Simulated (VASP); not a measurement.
# Au (Fm-3m) in VASP: relaxation of cell and atoms with r2SCAN

Aim: the relaxation of cell and atoms of Au with r2SCAN.

Program: VASP 6.6.1. These are calculated values, not measurements. Logs are shortened: lines on timing, memory, paths and dates and some standing lists are left out, and cuts for length are marked.

## 1. The cell of the first run

Symmetry: Fm-3m, No. 225, cubic system. Conventional cell: a = 4.091 Å, b = 4.091 Å, c = 4.091 Å, α = 90.00°, β = 90.00°, γ = 90.00°. Au (site symmetry m-3m) has 12 Au at 2.89 Å within 3.8 Å.

## 2. Relaxation of cell and atoms, r2SCAN

POSCAR reads:

```
Au
1.0
    0.0000000000      2.0455000000      2.0455000000
    2.0455000000      0.0000000000      2.0455000000
    2.0455000000      2.0455000000      0.0000000000
Au
1
Direct
    0.0000000000      0.0000000000      0.0000000000
```

INCAR.step1 reads:

```
PREC     = Accurate       # precision mode
ENCUT    = 600            # plane-wave cutoff, eV
ISMEAR   = 0              # smearing method
SIGMA    = 0.1            # smearing width, eV
LREAL    = F              # projectors in reciprocal space
LASPH    = T              # aspherical terms in the spheres
NELM     = 80             # most SCF steps
GGA      = PE             # functional
ALGO     = Normal         # electronic algorithm
EDIFF    = 1E-4           # SCF threshold, eV
LWAVE    = T              # write WAVECAR
LCHARG   = F              # write CHGCAR
```

INCAR.step2 reads:

```
PREC     = Accurate       # precision mode
ENCUT    = 600            # plane-wave cutoff, eV
EDIFF    = 1E-7           # SCF threshold, eV
ISMEAR   = 0              # smearing method
SIGMA    = 0.1            # smearing width, eV
LREAL    = F              # projectors in reciprocal space
LASPH    = T              # aspherical terms in the spheres
NELM     = 80             # most SCF steps
ALGO     = Normal         # electronic algorithm
ISIF     = 3              # what is computed and relaxed
LWAVE    = F              # write WAVECAR
LCHARG   = F              # write CHGCAR
METAGGA  = R2SCAN         # meta-GGA
LMIXTAU  = T            
IBRION   = 2              # ionic algorithm
NSW      = 100            # ionic steps
EDIFFG   = -0.005         # ionic threshold
ISTART   = 1
```

KPOINTS reads:

```
regular mesh
0
Gamma
  18 18 18
```

Potentials or basis: VASP PAW PBE potentials, release 64 (Au).

Started as:

```console
$ cat potpaw_PBE.64/Au/POTCAR > POTCAR
$ cp INCAR.step1 INCAR
$ mpirun -np 1 vasp_std > vasp.out
$ cp INCAR.step2 INCAR
$ mpirun -np 1 vasp_std > vasp.out
```

OUTCAR:

```text
PREC = Accurate
   ENCUT = 600
   EDIFF = 1E-7
   ISMEAR = 0
   LREAL = F
   LASPH = T
   NELM = 80
   ISIF = 3
   METAGGA = R2SCAN
   IBRION = 2
   NSW = 100
   EDIFFG = -0.005
   ISTART = 1

 ion  position               nearest neighbor table
   1  0.000  0.000  0.000-

  LATTYP: Found a face centered cubic cell.
 ALAT       =     4.0910000000

  Lattice vectors:

 A1 = (   0.0000000000,   2.0455000000,   2.0455000000)
 A2 = (   2.0455000000,   0.0000000000,   2.0455000000)
 A3 = (   2.0455000000,   2.0455000000,   0.0000000000)

Analysis of symmetry for initial positions (statically):
=====================================================================
 Subroutine PRICEL returns:
 Original cell was already a primitive cell.

 Routine SETGRP: Setting up the symmetry group for a
 face centered cubic supercell.

 Subroutine GETGRP returns: Found 48 space group operations
 (whereof 48 operations were pure point group operations)
 out of a pool of 48 trial point group operations.

The static configuration has the point symmetry O_h .

Analysis of symmetry for dynamics (positions and initial velocities):
=====================================================================
 Subroutine PRICEL returns:
 Original cell was already a primitive cell.

 Routine SETGRP: Setting up the symmetry group for a
 face centered cubic supercell.

 Subroutine GETGRP returns: Found 48 space group operations
 (whereof 48 operations were pure point group operations)
 out of a pool of 48 trial point group operations.

The dynamic configuration has the point symmetry O_h .

 Subroutine INISYM returns: Found 48 space group operations
 (whereof 48 operations are pure point group operations),
 and found     1 'primitive' translations

----------------------------------------------------------------------------------------

                                     Primitive cell

  volume of cell :      17.1170

  direct lattice vectors                    reciprocal lattice vectors
     0.000000000  2.045500000  2.045500000    -0.244439012  0.244439012  0.244439012
     2.045500000  0.000000000  2.045500000     0.244439012 -0.244439012  0.244439012
     2.045500000  2.045500000  0.000000000     0.244439012  0.244439012 -0.244439012

  length of vectors
[... 88 lines left out ...]
   POTIM  = 0.5000    time-step for ionic-motion
   TEBEG  =    0.0;   TEEND  =   0.0 temperature during run
   PSTRESS=    0.0 pullay stress
   NELECT =      11.0000    total number of electrons
   NUPDOWN=      -1.0000    fix difference up-down
   EMIN   =  10.00;   EMAX   =-10.00  energy-range for DOS
   EFERMI =   0.00;   METHOD = LEGACY
   ISMEAR =     0;   SIGMA  =   0.10  broadening in eV -4-tet -1-fermi 0-gaus
   EFERMI_NEDOS =   21; number of points for ismear=-14 and -15
   IALGO  =     38    algorithm
   IMIX   =      4    mixing-type and parameters
     AMIX     =   0.40;   BMIX     =  1.00
     AMIX_MAG =   1.60;   BMIX_MAG =  1.00
  volume/ion in A,a.u.               =      17.12       115.51
  Fermi-wavevector in a.u.,A,eV,Ry     =   1.412742  2.669696 27.155058  1.995840
  Thomas-Fermi vector in A             =   2.534459
   LORBIT       =      0    0 simple, 1 ext, 2 COOP (PROOUT), +10 PAW based schemes
   METAGGA = R2SCAN    functional components
   LHFCALC =     F    Hartree Fock is set to
   AEXX    =    0.0000 exact exchange contribution
   IVDW    =     0    specifies the selected vdW correction
   LEPSILON=     F    determine dielectric tensor
   LRPA    =     F    only Hartree local field effects (RPA)
 conjugate gradient relaxation of ions
 non-spin polarized calculation
 Gauss-broadening in eV      SIGMA  =   0.10
  energy-cutoff  :      600.00
  volume of cell :       17.12
 maximum number of plane-waves:       588
   NGX = 11   NGY = 11   NGZ = 11

--------------------------------------- Ionic step        1  -------------------------------------------

 number of electron      11.0000000 magnetization

 Free energy of the ion-electron system (eV)
  ---------------------------------------------------
  ext. energy  EPLUGINS =         0.00000000
  ---------------------------------------------------
  free energy    TOTEN  =       -50.59010517 eV

  energy without entropy =      -50.58890363  energy(sigma->0) =      -50.58950440

------------------------ aborting loop because EDIFF is reached ----------------------------------------

  FORCE on cell =-STRESS in cart. coord.  units (eV):
  Direction    XX          YY          ZZ          XY          YZ          ZX
  --------------------------------------------------------------------------------------
  -------------------------------------------------------------------------------------
  Total        0.4779546      0.4779546      0.4779546      0.0000000      0.0000000     -0.0000000
  in kB       44.7371942     44.7371942     44.7371942      0.0000000      0.0000000     -0.0000000
  external PRESSURE =      44.7371942 kB  Pullay stress =       0.0000000 kB
[... 57 lines left out ...]
--------------------------------------- Ionic step        3  -------------------------------------------

 number of electron      11.0000001 magnetization

 Free energy of the ion-electron system (eV)
  ---------------------------------------------------
  ext. energy  EPLUGINS =         0.00000000
  ---------------------------------------------------
  free energy    TOTEN  =       -50.59627744 eV

  energy without entropy =      -50.59512735  energy(sigma->0) =      -50.59570240

 E-fermi :   8.7790     XC(G=0): -13.4094

 val. band max:        8.7570130150   @ k =   0.5000   0.2778   0.1111
 cond. band min:       8.8195274104   @ k =   0.5000   0.1667   0.0556
 fundamental gap:      0.0625143954
 Fermi energy:         8.7789928911

 k-point     1 :       0.0000    0.0000    0.0000
  band No.  band energies     occupation
      1      -0.9364      2.00000
      2       4.0381      2.00000
      3       4.0381      2.00000
      4       4.0381      2.00000
      5       5.4884      2.00000
      6       5.4884      2.00000
      7      24.1762      0.00000
      8      28.0786      0.00000
      9      28.0786      0.00000
[... 265 lines left out ...]
 k-point    24 :      -0.2222    0.0556    0.0000
  band No.  band energies     occupation
      1       0.8573      2.00000
      2       3.8213      2.00000
      3       4.3399      2.00000
      4       4.3697      2.00000
      5       5.4123      2.00000
      6       5.8832      2.00000
      7      20.7507      0.00000
      8      25.1770      0.00000
      9      27.8519      0.00000

 [... further k-points ...]
[... 5 lines left out ...]
  --------------------------------------------------------------------------------------
  -------------------------------------------------------------------------------------
  Total       -0.0029962     -0.0029962     -0.0029962     -0.0000000     -0.0000000      0.0000000
  in kB       -0.2730839     -0.2730839     -0.2730839     -0.0000000     -0.0000000      0.0000000
  external PRESSURE =      -0.2730839 kB  Pullay stress =       0.0000000 kB
[... 16 lines left out ...]
  FREE ENERGIE OF THE ION-ELECTRON SYSTEM (eV)
  ---------------------------------------------------
  free  energy   TOTEN  =       -50.5962774438 eV

  energy  without entropy=      -50.5951273510  energy(sigma->0) =      -50.59570240

 reached required accuracy - stopping structural energy minimisation
```

OUTCAR.step1:

```text
PREC = Accurate
   ENCUT = 600
   ISMEAR = 0
   LREAL = F
   LASPH = T
[... 503 lines left out ...]

 POSITION                                       TOTAL-FORCE (eV/Angst)
 -----------------------------------------------------------------------------------
      0.00000      0.00000      0.00000         0.000000      0.000000      0.000000
 -----------------------------------------------------------------------------------
    total drift:                               -0.000000      0.000000      0.000000

  FREE ENERGIE OF THE ION-ELECTRON SYSTEM (eV)
  ---------------------------------------------------
  free  energy   TOTEN  =        -3.2031184448 eV

  energy  without entropy=       -3.2017711410  energy(sigma->0) =       -3.20244479
```

OSZICAR.step1:

```text
N       E                     dE             d eps       ncg     rms          rms(c)
DAV:   1     0.492053308232E+02    0.49205E+02   -0.64527E+03  3750   0.124E+03
DAV:   2    -0.300679435244E+01   -0.52212E+02   -0.49215E+02  3644   0.216E+02
DAV:   3    -0.346666000779E+01   -0.45987E+00   -0.45855E+00  4186   0.211E+01
DAV:   4    -0.346789078100E+01   -0.12308E-02   -0.12307E-02  3989   0.116E+00
DAV:   5    -0.346789830374E+01   -0.75227E-05   -0.75236E-05  3929   0.866E-02    0.928E+00
DAV:   6    -0.322407213132E+01    0.24383E+00   -0.78280E-01  3583   0.870E+00    0.590E+00
DAV:   7    -0.320528793066E+01    0.18784E-01   -0.77172E-02  3751   0.271E+00    0.275E+00
DAV:   8    -0.320312827075E+01    0.21597E-02   -0.18201E-03  3718   0.448E-01    0.232E-01
DAV:   9    -0.320311844483E+01    0.98259E-05   -0.51672E-06  1946   0.271E-02
   1 F= -.32031184E+01 E0= -.32024448E+01  d E =-.134730E-02
```

Run time: 1.7 min. Hardware: 1 thread of Intel Xeon 6975P-C (Granite Rapids), shared host; peak memory 0.19 GiB.

What came out:

```
Free energy                           : -50.5963 eV
Relaxed volume                        : 17.58 Å³/atom
Relaxed cell                          : a = 2.919 Å, b = 2.919 Å, c = 2.919 Å, α = 60.00°, β = 60.00°, γ = 60.00°
Space group after relaxing (to 0.1 Å) : Fm-3m (No. 225)
Energy gained by relaxing             : 6.2 meV/atom
Ionic steps                           : 3
Pressure after relaxing               : 0.0 GPa
Band gap on the k mesh                : zero (an odd number of electrons rules out a gap without spin polarisation)
```

The path:
| step | energy change (eV) | largest force (eV/Å) | pressure (GPa) | volume (Å³) |
| --- | --- | --- | --- | --- |
| 1 | 0.0000 | 0.0000 | 4.47 | 17.12 |
| 2 | 0.0082 | 0.0000 | -5.78 | 18.33 |
| 3 | -0.0062 | 0.0000 | -0.03 | 17.58 |

Final structure:
```
Au
1.0
     0.00000    2.06373    2.06373
     2.06373    0.00000    2.06373
     2.06373    2.06373    0.00000
Au
1
Direct
  0.00000 0.00000 0.00000
```

Caveat: the PAW data sets were made with another functional, which shifts forces and pressure a little; spin-orbit coupling is left out, which moves the levels of the heavy elements.

The gap in the log of VASP goes by the Fermi energy; the results here count the filled bands.